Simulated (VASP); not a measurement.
A run of VASP 6.6.1:

File INCAR:

```
PREC = Accurate
ENCUT = 600
EDIFF = 1E-6
ISMEAR = 0
SIGMA = 0.1
LREAL = False
LASPH = True
NELM = 60
ALGO = Normal
ISIF = 3
LWAVE = False
LCHARG = False
GGA = PE
IBRION = 2
NSW = 100
EDIFFG = -0.01
```

File KPOINTS:

```
regular mesh
0
Gamma
  6 6 8
```

The input POSCAR:

```
Sb3O
1.0
    6.2897600985      0.0000000000      0.0000000000
   -3.1448800492      5.4470920290      0.0000000000
    0.0000000000      0.0000000000      5.0140067011
Sb O
6 2
Direct
    0.8262051388      0.6524102776      0.2500000000
    0.1737948612      0.8262051388      0.7500000000
    0.3475897224      0.1737948612      0.2500000000
    0.1737948612      0.3475897224      0.7500000000
    0.8262051388      0.1737948612      0.2500000000
    0.6524102776      0.8262051388      0.7500000000
    0.3333333333      0.6666666667      0.2500000000
    0.6666666667      0.3333333333      0.7500000000
```

Potentials or basis: VASP PAW PBE potentials, release 64 (Sb, O).

The run is started by

```console
$ cat potpaw_PBE.64/Sb/POTCAR potpaw_PBE.64/O/POTCAR > POTCAR
$ mpirun -np 1 vasp_std > vasp.out
```

Hardware: 1 thread of Intel Xeon 8259CL, on a shared host.

Question: Estimate the wall time of this run.

Answer: It took 55 min on 1 thread of Intel Xeon 8259CL, with other jobs on the host, peak memory 0.43 GiB. Counts: scf iterations 149, k points 35, ion steps 18.
